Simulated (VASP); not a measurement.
# H (Cm) in VASP: single point with PBEsol

Aim: the single point of H with PBEsol.

Program: VASP 6.6.1. These are calculated values, not measurements. Logs are shortened: lines on timing, memory, paths and dates and some standing lists are left out, and cuts for length are marked.

## 1. The cell of the first run

It takes space group Cm (No. 8, monoclinic). Conventional cell: a = 6.945 Å, b = 3.875 Å, c = 5.218 Å, α = 90.00°, β = 91.05°, γ = 90.00°. H (site symmetry m) has 1 H at 0.84 Å within 1.1 Å. H (site symmetry m) has 1 H at 0.86 Å within 1.2 Å. H (site symmetry m) has 1 H at 0.86 Å within 1.2 Å. H (site symmetry m) has 1 H at 0.84 Å within 1.1 Å.

## 2. Single point, PBEsol (strained and its atoms moved)

Contents of INCAR:

```
PREC     = Accurate       # precision mode
ENCUT    = 520            # plane-wave cutoff, eV
EDIFF    = 1E-6           # SCF threshold, eV
ISMEAR   = 0              # smearing method
SIGMA    = 0.02           # smearing width, eV
LREAL    = False          # projectors in reciprocal space
LASPH    = True           # aspherical terms in the spheres
NELM     = 100            # most SCF steps
ALGO     = Normal         # electronic algorithm
ISIF     = 2              # what is computed and relaxed
LWAVE    = False          # write WAVECAR
LCHARG   = False          # write CHGCAR
GGA      = PS             # functional
NBANDS   = 10             # bands
```

Contents of KPOINTS:

```
regular mesh
0
Gamma
  9 9 6
```

Contents of POSCAR:

```
H
1.0
    3.8746915964      0.0000000000      0.0000000000
   -1.9373457982      3.4721454043      0.0316934493
    0.0000000000      0.0480946846      5.2180461762
H
4
Direct
    0.3448252178      0.6896504456      0.1745500647
    0.6468331635      0.2936663171      0.6671396774
    0.6816716492      0.3633432884      0.8250043102
    0.3266699695      0.6533399490      0.3333059477
```

Potentials or basis: VASP PAW PBE potentials, release 64 (H).

Run with:

```
> cat potpaw_PBE.64/H/POTCAR > POTCAR
> mpirun -np 1 vasp_std > vasp.out
```

OUTCAR:

```text
PREC = Accurate
   ENCUT = 520
   EDIFF = 1E-6
   ISMEAR = 0
   LREAL = False
   LASPH = True
   NELM = 100
   ISIF = 2
   GGA = PS

 ion  position               nearest neighbor table
   1  0.345  0.690  0.175-   4 0.84
   2  0.647  0.294  0.667-   3 0.86
   3  0.682  0.363  0.825-   2 0.86
   4  0.327  0.653  0.333-   1 0.84

  LATTYP: Found a base centered monoclinic cell.
 ALAT       =     6.9445800977
 B/A-ratio  =     0.5579446910
 C/A-ratio  =     0.7514158872
 COS(beta)  =    -0.0183433630

  Lattice vectors:

 A1 = (  -1.9373457982,  -3.4721454043,  -0.0316934493)
 A2 = (   1.9373457982,  -3.4721454043,  -0.0316934493)
 A3 = (   0.0000000000,   0.0480946846,   5.2180461762)

Analysis of symmetry for initial positions (statically):
=====================================================================
 Subroutine PRICEL returns:
 Original cell was already a primitive cell.

 Routine SETGRP: Setting up the symmetry group for a
 base centered monoclinic supercell.

 Subroutine GETGRP returns: Found  2 space group operations
 (whereof  2 operations were pure point group operations)
 out of a pool of  4 trial point group operations.

The static configuration has the point symmetry C_1h.

Analysis of symmetry for dynamics (positions and initial velocities):
=====================================================================
 Subroutine PRICEL returns:
 Original cell was already a primitive cell.

 Routine SETGRP: Setting up the symmetry group for a
 base centered monoclinic supercell.

 Subroutine GETGRP returns: Found  2 space group operations
 (whereof  2 operations were pure point group operations)
 out of a pool of  4 trial point group operations.

The dynamic configuration has the point symmetry C_1h.

 Subroutine INISYM returns: Found  2 space group operations
 (whereof  2 operations are pure point group operations),
 and found     1 'primitive' translations

----------------------------------------------------------------------------------------

                                     Primitive cell

  volume of cell :      70.1950

  direct lattice vectors                    reciprocal lattice vectors
     3.874691596  0.000000000  0.000000000     0.258085057  0.144015302 -0.001327388
    -1.937345798  3.472145404  0.031693449     0.000000000  0.288030604 -0.002654775
     0.000000000  0.048094685  5.218046176     0.000000000 -0.001749445  0.191658737

  length of vectors
     3.874691596  3.976192516  5.218267816     0.295550445  0.288042839  0.191666721

  position of ions in fractional coordinates (direct lattice)
     0.344825218  0.689650446  0.174550065
     0.646833163  0.293666317  0.667139677
     0.681671649  0.363343288  0.825004310
     0.326669970  0.653339949  0.333305948

  ion indices of the primitive-cell ions
   primitive index   ion index
                 1           1
                 2           2
                 3           3
                 4           4

----------------------------------------------------------------------------------------

 KPOINTS: regular mesh

Automatic generation of k-mesh.
 Grid dimensions read from file:
 generate k-points for:    9    9    6

 Generating k-lattice:

  Cartesian coordinates                     Fractional coordinates (reciprocal lattice)
     0.028676117  0.016001700 -0.000147488     0.111111111 -0.000000000  0.000000000
     0.000000000  0.032003400 -0.000294975     0.000000000  0.111111111  0.000000000
     0.000000000 -0.000291574  0.031943123     0.000000000  0.000000000  0.166666667

  Length of vectors
     0.032838938  0.032004760  0.031944454

  Shift w.r.t. Gamma in fractional coordinates (k-lattice)
     0.000000000  0.000000000  0.000000000

 Subroutine IBZKPT returns following result:
 ===========================================

 Found    140 irreducible k-points:

 Following reciprocal coordinates:
            Coordinates               Weight
  0.000000  0.000000  0.000000      1.000000
  0.111111  0.000000  0.000000      4.000000
  0.222222 -0.000000  0.000000      4.000000
  0.333333 -0.000000  0.000000      4.000000
  0.444444 -0.000000  0.000000      4.000000
  0.000000  0.111111  0.000000      2.000000
[... 16 lines left out ...]
  0.333333  0.333333  0.000000      2.000000
  0.000000  0.444444  0.000000      2.000000
 [... further k-points ...]
   k-points           NKPTS =    140   k-points in BZ     NKDIM =    140   number of bands    NBANDS=     10
   number of dos      NEDOS =    301   number of ions     NIONS =      4
   total plane-waves  NPLWV =  36000
   dimension x,y,z NGX =    30 NGY =   30 NGZ =   40
   dimension x,y,z NGXF=    60 NGYF=   60 NGZF=   80
   ions per type =               4
   NGX,Y,Z   is equivalent  to a cutoff of  12.87, 12.54, 12.74 a.u.
   NGXF,Y,Z  is equivalent  to a cutoff of  25.74, 25.09, 25.49 a.u.
 SYSTEM =  unknown system
   PREC   = accura    normal or accurate (medium, high low for compatibility)
   ISTART =      0    job   : 0-new  1-cont  2-samecut
   ICHARG =      2    charge: 1-file 2-atom 10-const
   ISPIN  =      1    spin polarized calculation?
   LNONCOLLINEAR =      F non collinear calculations
   LSORBIT =      F    spin-orbit coupling
   LASPH  =      T    aspherical Exc in radial PAW
   ENCUT  =  520.0 eV  38.22 Ry    6.18 a.u.   7.20  7.39  9.70*2*pi/ulx,y,z
   NELM   =    100;   NELMIN=  2; NELMDL= -5     # of ELM steps
   EDIFF  = 0.1E-05   stopping-criterion for ELM
   LREAL  =      F    real-space projection
   EDIFFG = 0.1E-04   stopping-criterion for IOM
   NSW    =      0    number of steps for IOM
   IBRION =     -1    ionic relax: 0-MD 1-quasi-New 2-CG
   NFREE  =      0    steps in history (QN), initial steepest desc. (CG)
   ISIF   =      2    stress and relaxation
   ISYM   =      2    0-nonsym 1-usesym 2-fastsym
   POTIM  = 0.5000    time-step for ionic-motion
   TEBEG  =    0.0;   TEEND  =   0.0 temperature during run
   PSTRESS=    0.0 pullay stress
   NELECT =       4.0000    total number of electrons
   NUPDOWN=      -1.0000    fix difference up-down
   EMIN   =  10.00;   EMAX   =-10.00  energy-range for DOS
   EFERMI =   0.00;   METHOD = LEGACY
   ISMEAR =     0;   SIGMA  =   0.02  broadening in eV -4-tet -1-fermi 0-gaus
   EFERMI_NEDOS =   21; number of points for ismear=-14 and -15
   IALGO  =     38    algorithm
   IMIX   =      4    mixing-type and parameters
     AMIX     =   0.40;   BMIX     =  1.00
     AMIX_MAG =   1.60;   BMIX_MAG =  1.00
  volume/ion in A,a.u.               =      17.55       118.42
  Fermi-wavevector in a.u.,A,eV,Ry     =   0.629979  1.190488  5.399791  0.396873
  Thomas-Fermi vector in A             =   1.692454
   LORBIT       =      0    0 simple, 1 ext, 2 COOP (PROOUT), +10 PAW based schemes
   GGA     = PS    functional components
   LHFCALC =     F    Hartree Fock is set to
   AEXX    =    0.0000 exact exchange contribution
   IVDW    =     0    specifies the selected vdW correction
   LEPSILON=     F    determine dielectric tensor
   LRPA    =     F    only Hartree local field effects (RPA)
 non-spin polarized calculation
 Gauss-broadening in eV      SIGMA  =   0.02
  energy-cutoff  :      520.00
  volume of cell :       70.20
 maximum number of plane-waves:      1908
 NGX is ok and might be reduce to    30
   NGX = 15   NGY = 15   NGZ = 19

 number of electron       4.0000000 magnetization

 Free energy of the ion-electron system (eV)
  ---------------------------------------------------
  ext. energy  EPLUGINS =         0.00000000
  ---------------------------------------------------
  free energy    TOTEN  =       -12.82620484 eV

  energy without entropy =      -12.82620484  energy(sigma->0) =      -12.82620484

 E-fermi :  -8.1684     XC(G=0):  -4.4212

 val. band max:       -8.3132622290   @ k =   0.0000   0.0000   0.0000
 cond. band min:      -0.0944632553   @ k =   0.0000   0.0000   0.0000
 fundamental gap:      8.2187989736
 Fermi energy:        -8.1684283297

 k-point     1 :       0.0000    0.0000    0.0000
  band No.  band energies     occupation
      1      -9.7320      2.00000
      2      -8.3133      2.00000
      3      -0.0945      0.00000
      4       3.1393      0.00000
      5       5.6073      0.00000
      6       5.8550      0.00000
      7       7.9836      0.00000
      8       7.9901      0.00000
      9       8.9225      0.00000
     10       9.3008      0.00000

 k-point     2 :       0.1111    0.0000    0.0000
  band No.  band energies     occupation
      1      -9.6673      2.00000
      2      -8.3175      2.00000
      3       0.0364      0.00000
      4       2.9298      0.00000
      5       5.0441      0.00000
      6       5.6652      0.00000
      7       7.3054      0.00000
      8       7.8743      0.00000
      9       9.6776      0.00000
     10       9.9435      0.00000

 k-point     3 :       0.2222   -0.0000    0.0000
  band No.  band energies     occupation
      1      -9.4880      2.00000
      2      -8.3401      2.00000
      3       0.4179      0.00000
      4       2.4014      0.00000
      5       4.1827      0.00000
      6       5.0716      0.00000
      7       6.4793      0.00000
      8       7.5535      0.00000
      9       9.9561      0.00000
     10      10.1852      0.00000
[... 248 lines left out ...]
 k-point    23 :       0.3333    0.3333    0.0000
  band No.  band energies     occupation
      1      -8.7790      2.00000
      2      -8.6695      2.00000
      3       1.3907      0.00000
      4       2.4849      0.00000
      5       2.7468      0.00000
      6       3.4446      0.00000
      7       3.6046      0.00000
      8       6.5901      0.00000
      9       7.4988      0.00000
     10      12.1483      0.00000

 k-point    24 :       0.0000    0.4444    0.0000
  band No.  band energies     occupation
      1      -9.0450      2.00000
      2      -8.5300      2.00000
      3       0.9745      0.00000
      4       1.9504      0.00000
      5       2.9186      0.00000
      6       3.8001      0.00000
      7       5.7616      0.00000
      8       7.0325      0.00000
      9       8.5722      0.00000
     10       9.5713      0.00000

 [... further k-points ...]

------------------------ aborting loop because EDIFF is reached ----------------------------------------

  FORCE on cell =-STRESS in cart. coord.  units (eV):
  Direction    XX          YY          ZZ          XY          YZ          ZX
  --------------------------------------------------------------------------------------
  -------------------------------------------------------------------------------------
  Total       -0.0584731     -0.2761204     -3.6890809      0.0000000     -0.3665174      0.0000000
  in kB       -1.3346286     -6.3023521    -84.2019877      0.0000000     -8.3656327      0.0000000
  external PRESSURE =     -30.6129895 kB  Pullay stress =       0.0000000 kB

 VOLUME and BASIS-vectors are now :
 -----------------------------------------------------------------------------
  energy-cutoff  :      520.00
  volume of cell :       70.20
      direct lattice vectors                 reciprocal lattice vectors
     3.874691596  0.000000000  0.000000000     0.258085057  0.144015302 -0.001327388
    -1.937345798  3.472145404  0.031693449     0.000000000  0.288030604 -0.002654775
     0.000000000  0.048094685  5.218046176     0.000000000 -0.001749445  0.191658737

 POSITION                                       TOTAL-FORCE (eV/Angst)
 -----------------------------------------------------------------------------------
     -0.00000      2.40296      0.93267         0.000000     -0.277630      1.975372
      1.93735      1.05174      3.49047         0.000000      0.723334      2.394991
      1.93735      1.30126      4.31643         0.000000     -0.724154     -2.393998
     -0.00000      2.28452      1.75991        -0.000000      0.278451     -1.976365
 -----------------------------------------------------------------------------------
    total drift:                               -0.000000      0.000119     -0.000032

  FREE ENERGIE OF THE ION-ELECTRON SYSTEM (eV)
  ---------------------------------------------------
  free  energy   TOTEN  =       -12.8262048393 eV

  energy  without entropy=      -12.8262048393  energy(sigma->0) =      -12.82620484
```

Run time: 50 s. Hardware: 1 thread of Intel Xeon Platinum 8375C at 2.90GHz (Ice Lake), shared host; peak memory 0.21 GiB.

Results:

| Quantity | Value |
| --- | --- |
| Free energy | -12.8262 eV |
| Pressure | -3.1 GPa |
| Largest force | 2.502 eV/Å |
| Band gap on the k mesh | 8.22 eV, direct |

Forces on the atoms (eV/Å):
```
H    0.000 -0.278  1.975
H    0.000  0.723  2.395
H    0.000 -0.724 -2.394
H    0.000  0.278 -1.976
```

Caveat: the cell differs from its parent crystal (strained and its atoms moved); the PAW data sets were made with another functional, which shifts forces and pressure a little.
